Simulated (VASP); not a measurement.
Runs of VASP 6.6.1 on C. The structure is that of space group Fd-3m (No. 227), or close to it. The cells are those of the table. 

```csv
task,cell,cutoff (eV),gap on the mesh (eV),pressure (GPa)
single point,"a = 2.152 Å, angles 60.0°, 2 atoms",520,5.44,461.7
single point,"a = 2.446 Å, angles 60.0°, 2 atoms",520,4.33,34.3
single point,"a = 2.318 Å, angles 60.0°, 2 atoms",520,(c),(b)
single point,"a = 2.497 Å, angles 60.0°, 2 atoms",520,4.17,(d)
single point,"a = 2.393 Å, angles 60.0°, 2 atoms",520,4.51,(a)
single point,"a = 2.238 Å, angles 60.0°, 2 atoms",520,5.07,278.3
relaxation of cell and atoms,"relaxed from a = 2.526 Å, angles 60.0°, 2 atoms",600,4.17,0.0
```

Alike in all rows: level LDA; potentials or basis VASP PAW LDA potentials, release 64 (C); no spin polarisation; k mesh 20 × 20 × 20; smearing fermi-dirac 0.08 eV.

**Question.** Estimate the missing entries.

**Answer.** (a) 77.5; (b) 158.2; (c) 4.77; (d) 1.6.

A k mesh can miss the band edges.
